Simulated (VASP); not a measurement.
Write the native input for VASP 6.6.1 that does the following.

| Item | Value |
| --- | --- |
| Task | single point |
| Functional | r2SCAN |
| Potentials or basis | VASP PAW PBE potentials, release 64 (Co_sv, O) |
| Cutoff | 660 eV |
| k mesh | 10 × 10 × 10 |
| Occupations | gaussian, width 0.02 eV |
| Spin | no spin polarisation |
| Hubbard terms | Co d U = 3.32 eV |
| Dipole correction | no |
| Further INCAR settings | ALGO = Normal; EDIFF = 1e-06; NBANDS = 18 |

CoO:

```
CELL_PARAMETERS angstrom
2.55931 0.00000 0.00000
0.00000 2.55931 0.00000
0.00000 0.00000 2.55931
ATOMIC_POSITIONS crystal
Co 0.00000 0.00000 0.00000
O 0.50000 0.50000 0.50000
```

These files were run (other wordings do the same):

POSCAR

```
CoO
1.0
    2.5593111365      0.0000000000      0.0000000000
    0.0000000000      2.5593111365      0.0000000000
    0.0000000000      0.0000000000      2.5593111365
Co O
1 1
Direct
    0.0000000000      0.0000000000      0.0000000000
    0.5000000000      0.5000000000      0.5000000000
```

INCAR.step1

```
PREC = Accurate
ENCUT = 660
ISMEAR = 0
SIGMA = 0.02
LREAL = F
LASPH = T
NELM = 200
LMAXMIX = 4
LDAU = T
LDAUTYPE = 2
LDAUL = 2 -1
LDAUU = 3.32 0
LDAUJ = 0 0
NBANDS = 18
GGA = PE
ALGO = Normal
EDIFF = 1E-5
LWAVE = T
LCHARG = F
GGA_COMPAT = F
```

INCAR.step2

```
PREC = Accurate
ENCUT = 660
EDIFF = 1E-6
ISMEAR = 0
SIGMA = 0.02
LREAL = F
LASPH = T
NELM = 200
ALGO = Normal
ISIF = 2
LWAVE = F
LCHARG = T
LMAXMIX = 4
LDAU = T
LDAUTYPE = 2
LDAUL = 2 -1
LDAUU = 3.32 0
LDAUJ = 0 0
LDAUPRINT = 1
METAGGA = R2SCAN
LMIXTAU = T
LELF = T
LVHAR = T
NBANDS = 18
ISTART = 1
GGA_COMPAT = F
```

KPOINTS

```
Automatic mesh
0
Gamma
  10 10 10
```

Potentials or basis: VASP PAW PBE potentials, release 64 (Co_sv, O).

Run with:

```bash
$ cat potpaw_PBE.64/Co_sv/POTCAR potpaw_PBE.64/O/POTCAR > POTCAR
$ cp INCAR.step1 INCAR
$ mpirun -np 1 vasp_std > vasp.out
$ cp INCAR.step2 INCAR
$ mpirun -np 1 vasp_std > vasp.out
```

Results of the run:

```
Pressure               : -9.8 GPa
Band gap on the k mesh : zero (an odd number of electrons rules out a gap without spin polarisation)
```

Caveat: the cell stands under tension; the PAW data sets were made with another functional, which shifts forces and pressure a little; an odd number of electrons without spin polarisation forces a metal; a magnetic or distorted state may lie lower; the run has no spin polarisation, though such a crystal can be magnetic; U without spin polarisation on a metal has little footing.

It took 120 s on 1 thread of Intel(R) Xeon(R) Platinum 8259CL CPU @ 2.50GHz (Skylake/Cascade Lake), with other jobs on the host, peak memory 0.15 GiB.
